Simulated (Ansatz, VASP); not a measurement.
## One calculation of InP, two programs

INCAR

```
PREC = Accurate
ENCUT = 520
EDIFF = 1E-6
ISMEAR = 0
SIGMA = 0.05
LREAL = F
LASPH = T
NELM = 60
ALGO = Normal
ISIF = 2
LWAVE = F
LCHARG = F
GGA = CA
NBANDS = 16
```

KPOINTS

```
regular mesh
0
Gamma
  12 12 12
```

File POSCAR:

```
InP
1.0
    0.0000000000      2.5098339926      3.0108373232
    3.0108373232      0.0000000000      3.0108373232
    3.0108373232      2.5098339926      0.0000000000
In P
1 1
Direct
    0.0000000000      0.0000000000      0.0000000000
    0.7500000000      0.7500000000      0.7500000000
```

Input for Ansatz:

```yaml
crystal:
  lattice:
    - [0.0, 2.5098339926, 3.0108373232]
    - [3.0108373232, 0.0, 3.0108373232]
    - [3.0108373232, 2.5098339926, 0.0]
  atoms:
    - { symbol: In, position: [0.0, 0.0, 0.0] }
    - { symbol: P, position: [0.75, 0.75, 0.75] }
basis:
  ecutwfc: 420
kpoints:
  mp_grid: { grid: [12, 12, 12] }
hamiltonian:
  xc: lda
  pseudopotentials: { kind: paw, azcp: { folder: soft_1 } }
scf:
  occupations: { method: gaussian, width: 0.05 }
output:
  forces: true
  stress: true
  eigenvalues: true
```

Alike in both runs: task single point; functional LDA; k mesh 12 × 12 × 12; occupations gaussian, width 0.05 eV; no spin polarisation.

```csv
,VASP,Ansatz
version,VASP 6.6.1,Ansatz 0.2.0
potentials or method,"VASP PAW LDA potentials, release 64 (In_d, P), cutoff 520 eV","scalar-relativistic, plane waves, PAW"
valence electrons in the cell,18,18
```

|  | VASP | Ansatz | Ansatz less VASP |
| --- | --- | --- | --- |
| gap on the k mesh at the Fermi level (eV) | 0.22 | 0.22 | -0.003 |
| least direct gap on the mesh (eV) | 0.52 | 0.49 | -0.032 |
| pressure (GPa) | 5.9 | 5.9 | -0.02 |
| traceless stress, the component that is largest in VASP (GPa) | 2.94 | 2.96 | +0.017 |

Ansatz warns that its potentials were made for another functional, while VASP's fit it. LDA's correlation is that of Perdew and Zunger in VASP and of Perdew and Wang (1992) in Ansatz.
